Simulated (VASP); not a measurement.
# SrLi3 (Pmmm) in VASP: notebook, part 2 of 2

VASP 6.6.1. Earlier steps stand in the parts before.

## 3. Single point, PBE

This run uses another cell than the first one, of 32.06 Å³/atom, 1.870 times its volume.

The input, INCAR:

```
ALGO = Normal
EDIFF = 1E-6
ENCUT = 520
GGA = PE
ISIF = 2
ISMEAR = 0
LASPH = True
LCHARG = False
LREAL = False
LWAVE = False
NBANDS = 18
NELM = 80
PREC = Accurate
SIGMA = 0.1
```

The input, KPOINTS:

```
k-points
0
Gamma
  6 4 4
```

The input, POSCAR:

```
SrLi3
1.0
    3.7863209467      0.0000000000      0.0000000000
    0.0000000000      5.4427198957      0.0000000000
    0.0000000000      0.0000000000      6.2231409917
Li Sr
3 1
Direct
    0.0000000000      0.0000000000      0.2404289014
    0.0000000000      0.0000000000      0.7595710986
    0.0000000000      0.5000000000      0.0000000000
    0.5000000000      0.5000000000      0.5000000000
```

Potentials or basis: VASP PAW PBE potentials, release 64 (Li_sv, Sr_sv).

Command:

```
> cat potpaw_PBE.64/Li_sv/POTCAR potpaw_PBE.64/Sr_sv/POTCAR > POTCAR
> mpirun -np 1 vasp_std > vasp.out
```

OUTCAR:

```text
EDIFF = 1E-6
   ENCUT = 520
   GGA = PE
   ISIF = 2
   ISMEAR = 0
   LASPH = True
   LREAL = False
   NELM = 80
   PREC = Accurate

 ion  position               nearest neighbor table
   1  0.000  0.000  0.240-   4 3.69   4 3.69   4 3.69   4 3.69
   2  0.000  0.000  0.760-   4 3.69   4 3.69   4 3.69   4 3.69
   3  0.000  0.500  0.000-   4 3.64   4 3.64   4 3.64   4 3.64
   4  0.500  0.500  0.500-   3 3.64   3 3.64   3 3.64   3 3.64   1 3.69   2 3.69   1 3.69   2 3.69
                             1 3.69   2 3.69   1 3.69   2 3.69

  LATTYP: Found a simple orthorhombic cell.
 ALAT       =     3.7863209467
 B/A-ratio  =     1.4374692405
 C/A-ratio  =     1.6435851792

  Lattice vectors:

 A1 = (   3.7863209467,   0.0000000000,   0.0000000000)
 A2 = (   0.0000000000,   5.4427198957,   0.0000000000)
 A3 = (   0.0000000000,   0.0000000000,   6.2231409917)

Analysis of symmetry for initial positions (statically):
=====================================================================
 Subroutine PRICEL returns:
 Original cell was already a primitive cell.

 Routine SETGRP: Setting up the symmetry group for a
[... 175 lines left out ...]
 cond. band min:       0.7236836835   @ k =   0.1667   0.2500   0.5000
 fundamental gap:      0.0720287242
 Fermi energy:         0.6772106797

 k-point     1 :       0.0000    0.0000    0.0000
  band No.  band energies     occupation
      1     -46.2471      2.00000
      2     -46.2416      2.00000
      3     -46.1673      2.00000
      4     -35.6723      2.00000
      5     -17.6833      2.00000
      6     -17.6576      2.00000
[... 481 lines left out ...]
      5     -17.8453      2.00000
      6     -17.6446      2.00000
[... 10 lines left out ...]
     17       5.5309      0.00000
     18       5.5526      0.00000

 [... further k-points ...]

------------------------ aborting loop because EDIFF is reached ----------------------------------------

  FORCE on cell =-STRESS in cart. coord.  units (eV):
  Direction    XX          YY          ZZ          XY          YZ          ZX
  --------------------------------------------------------------------------------------
  -------------------------------------------------------------------------------------
  Total        0.0540986     -0.1044087     -0.0444461      0.0000000      0.0000000      0.0000000
  in kB        0.6758545     -1.3043799     -0.5552666      0.0000000      0.0000000      0.0000000
  external PRESSURE =      -0.3945973 kB  Pullay stress =       0.0000000 kB

 VOLUME and BASIS-vectors are now :
 -----------------------------------------------------------------------------
  energy-cutoff  :      520.00
  volume of cell :      128.25
      direct lattice vectors                 reciprocal lattice vectors
     3.786320947  0.000000000  0.000000000     0.264108620  0.000000000  0.000000000
     0.000000000  5.442719896  0.000000000     0.000000000  0.183731667  0.000000000
     0.000000000  0.000000000  6.223140992     0.000000000  0.000000000  0.160690558

 POSITION                                       TOTAL-FORCE (eV/Angst)
 -----------------------------------------------------------------------------------
      0.00000      0.00000      1.49622         0.000000      0.000000     -0.006825
      0.00000      0.00000      4.72692         0.000000     -0.000000      0.006825
      0.00000      2.72136      0.00000         0.000000     -0.000000      0.000000
      1.89316      2.72136      3.11157         0.000000     -0.000000      0.000000
 -----------------------------------------------------------------------------------
    total drift:                               -0.000000      0.000000      0.000000

  FREE ENERGIE OF THE ION-ELECTRON SYSTEM (eV)
  ---------------------------------------------------
  free  energy   TOTEN  =        -6.8353198148 eV

  energy  without entropy=       -6.8234772948  energy(sigma->0) =       -6.82939855
```

OSZICAR:

```text
N       E                     dE             d eps       ncg     rms          rms(c)
DAV:   1     0.105496385321E+03    0.10550E+03   -0.82064E+03  1296   0.937E+02
DAV:   2     0.973999865992E+01   -0.95756E+02   -0.93128E+02  1558   0.240E+02
DAV:   3    -0.580345852659E+01   -0.15543E+02   -0.15356E+02  2512   0.532E+01
DAV:   4    -0.676438918111E+01   -0.96093E+00   -0.95745E+00  1740   0.207E+01
DAV:   5    -0.686200491058E+01   -0.97616E-01   -0.97595E-01  2114   0.417E+00    0.133E+01
DAV:   6    -0.684574954100E+01    0.16255E-01   -0.28707E-02  1672   0.126E+00    0.783E+00
DAV:   7    -0.683497286692E+01    0.10777E-01   -0.49075E-02  2062   0.122E+00    0.282E-01
DAV:   8    -0.683521607909E+01   -0.24321E-03   -0.19839E-03  1796   0.218E-01    0.142E-01
DAV:   9    -0.683531177578E+01   -0.95697E-04   -0.23924E-04  1962   0.800E-02    0.486E-02
DAV:  10    -0.683531908123E+01   -0.73055E-05   -0.21097E-05  1908   0.217E-02    0.765E-03
DAV:  11    -0.683531981481E+01   -0.73359E-06   -0.19062E-06  1740   0.657E-03
   1 F= -.68353198E+01 E0= -.68293986E+01  d E =-.118425E-01
```

Run time: 73 s. Hardware: 1 thread of Intel Xeon Platinum 8259CL at 2.50GHz (Skylake/Cascade Lake), shared host; peak memory 0.25 GiB.

Results:

```yaml
Free_energy: -6.8353 eV
Largest_force: 0.007 eV/Å
```

Forces in eV/Å, atoms in the order of the input:
```
Li   0.000  0.000 -0.007
Li   0.000  0.000  0.007
Li   0.000  0.000  0.000
Sr   0.000  0.000  0.000
```

Caveat: the cutoff is under 1.25 times the usual one of these potentials, so pressure, stress and relaxed cells hold a basis-set (Pulay) error.

## 4. Relaxation of cell and atoms, PBE

The input, INCAR:

```
SYSTEM = SrLi3
PREC = Accurate
ENCUT = 600
EDIFF = 1E-7
ISMEAR = 0
SIGMA = 0.1
LREAL = .FALSE.
LASPH = .TRUE.
NELM = 60
ALGO = Fast
ISIF = 3
LWAVE = .FALSE.
LCHARG = .FALSE.
GGA = PE
IBRION = 2
NSW = 90
EDIFFG = -0.04
```

The input, KPOINTS:

```
Automatic mesh
0
G
  6 4 4
  0 0 0
```

The input, POSCAR:

```
SrLi3
1.0
    2.7143993700      0.0000000000      0.0000000000
    0.0000000000      4.5648517400      0.0000000000
    0.0000000000      0.0000000000      5.5349543400
Li Sr
3 1
Direct
    0.0000000000      0.0000000000      0.2558544800
    0.0000000000      0.0000000000      0.7441455200
    0.0000000000      0.5000000000      0.0000000000
    0.5000000000      0.5000000000      0.5000000000
```

Command:

```
> cat potpaw_PBE.64/Li_sv/POTCAR potpaw_PBE.64/Sr_sv/POTCAR > POTCAR
> mpirun -np 1 vasp_std > vasp.out
```

It took 26 min on 1 thread of Intel Xeon Platinum 8259CL at 2.50GHz (Skylake/Cascade Lake), shared host; peak memory 0.22 GiB.

It converged, with:

* Free energy: -6.5998 eV
* Relaxed volume: 28.25 Å³/atom
* Relaxed cell: a = 3.438 Å, b = 5.276 Å, c = 6.229 Å, α = 90.00°, β = 90.00°, γ = 90.00°
* Space group after relaxing (to 0.05 Å): Pmmm (No. 47)
* Energy gained by relaxing: 501.3 meV/atom
* Ionic steps: 10
* Pressure after relaxing: 0.1 GPa
* Largest force after relaxing: 0.029 eV/Å

Forces on the atoms (eV/Å):
```
Li   0.000  0.000 -0.029
Li   0.000  0.000  0.029
Li   0.000  0.000  0.000
Sr   0.000  0.000  0.000
```

The path:
```csv
step,energy change (eV),largest force (eV/Å),pressure (GPa),volume (Å³)
1,0.0000,0.9640,17.00,68.58
2,-1.4685,0.4361,6.29,88.24
3,-1.9549,0.1107,0.78,109.51
4,-1.9698,0.0571,-0.14,114.59
5,-1.9933,0.0542,-0.13,114.45
6,-2.0033,0.0531,-0.10,114.19
7,-2.0033,0.0531,-0.10,114.21
8,-2.0040,0.0498,-0.03,113.76
9,-2.0046,0.0418,0.12,112.80
10,-2.0052,0.0292,0.07,112.99
```

Final structure:
```
CELL_PARAMETERS angstrom
3.43837 0.00000 0.00000
0.00000 5.27574 0.00000
0.00000 0.00000 6.22893
ATOMIC_POSITIONS crystal
Li 0.00000 0.00000 0.23409
Li 0.00000 0.00000 0.76591
Li 0.00000 0.50000 0.00000
Sr 0.50000 0.50000 0.50000
```

Levels at points of the mesh, in eV from the Fermi level:
```
           k point  band 5  band 6  band 7  band 8  band 9  band 10  band 11  band 12  band 13
(0.00, 0.00, 0.00)  -18.17  -18.13  -17.86   -3.53   -0.81     0.22     0.51     0.57     1.60
(0.50, 0.00, 0.00)  -18.61  -18.07  -18.04   -1.18   -0.01     0.11     0.51     1.53     2.16
(0.00, 0.50, 0.00)  -18.17  -18.15  -17.86   -2.57   -1.97     0.34     0.55     0.63     0.67
(0.50, 0.50, 0.00)  -18.61  -18.07  -18.05   -0.46    0.06     0.22     0.27     0.69     1.82
(0.00, 0.00, 0.50)  -18.17  -18.13  -17.86   -2.88   -2.32     0.21     0.47     1.42     2.11
(0.50, 0.00, 0.50)  -18.61  -18.07  -18.04   -0.41   -0.16    -0.05     0.50     0.77     2.82
(0.00, 0.50, 0.50)  -18.17  -18.15  -17.86   -1.89   -1.65    -1.23    -1.08     1.56     2.90
(0.50, 0.50, 0.50)  -18.61  -18.07  -18.05   -0.31   -0.24     0.51     1.16     1.25     1.28
```

Caveat: the k points lie up to 0.30 Å⁻¹ apart in the final cell; the cutoff is under 1.25 times the usual one of these potentials, so pressure, stress and relaxed cells hold a basis-set (Pulay) error; the volume moved by over 15 % at a fixed basis, so the end points are rough.

## 5. The runs side by side

```csv
task,cell,cutoff (eV),gap on the mesh (eV),largest force (eV/Å)
single point,"a = 2.714, b = 4.565, c = 5.535 Å, 4 atoms",520,none,0.96
single point,"a = 3.786, b = 5.443, c = 6.223 Å, 4 atoms",520,none,0.01
relaxation of cell and atoms,"relaxed from a = 2.714, b = 4.565, c = 5.535 Å, 4 atoms",600,none,0.03
```

Alike in all rows: level PBE; potentials or basis VASP PAW PBE potentials, release 64 (Li_sv, Sr_sv); no spin polarisation; k mesh 6 × 4 × 4; smearing gaussian 0.1 eV.

Caveats: some runs use coarse meshes; the cutoff is under 1.25 times the usual one of these potentials, so pressure, stress and relaxed cells hold a basis-set (Pulay) error; the volume moved by over 15 % at a fixed basis, so the end points are rough (some runs).

Total energies depend on the potentials used, so only differences within one code and one set of settings carry meaning.
